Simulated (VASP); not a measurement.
Wanted: the native input for a VASP 6.6.1 run.

- Task: single point
- Functional: PBE
- Potentials or basis: VASP PAW PBE potentials, release 64 (Co)
- Cutoff: 520 eV
- k mesh: 21 × 21 × 12
- Occupations: gaussian, width 0.15 eV
- Spin: collinear spin, ferromagnetic start
- Starting moments: [1.86, 1.86] μB
- Dipole correction: no
- Further INCAR settings: ALGO = Normal; EDIFF = 1e-06; NBANDS = 20

The structure of Co lies in POSCAR:

```
Co
1.0
    2.5183000000      0.0000000000      0.0000000000
   -1.2591500000      2.1809117744      0.0000000000
    0.0000000000      0.0000000000      3.5484000000
Co
2
Direct
    0.3333333333      0.6666666667      0.2500000000
    0.6666666667      0.3333333333      0.7500000000
```

These files were run (other wordings do the same):

INCAR

```
SYSTEM = Co
ALGO = Normal ; EDIFF = 1E-6
ENCUT = 520 ; GGA = PE
ISIF = 2 ; ISMEAR = 0
ISPIN = 2 ; LASPH = .TRUE.
LCHARG = .TRUE. ; LELF = .TRUE.
LMAXMIX = 4 ; LORBIT = 11
LREAL = .FALSE. ; LVHAR = .TRUE.
LWAVE = .FALSE. ; MAGMOM = 1.86 1.86
NBANDS = 20 ; NELM = 150
PREC = Accurate ; SIGMA = 0.15
```

KPOINTS

```
k-points
0
G
  21 21 12
  0 0 0
```

Potentials or basis: VASP PAW PBE potentials, release 64 (Co).

Command:

```sh
$ cat potpaw_PBE.64/Co/POTCAR > POTCAR
$ mpirun -np 1 vasp_std > vasp.out
```

Results of the run:

```
Pressure                                              : 32.0 GPa
Net moment                                            : 2.80 μB per cell
Site moments                                          : Co +1.40 μB
Valence electrons inside the program's atomic spheres : Co 8.54
```

It took 92 s on 1 thread of Intel(R) Xeon(R) 6975P-C (Granite Rapids), on a shared host, peak memory 0.29 GiB.
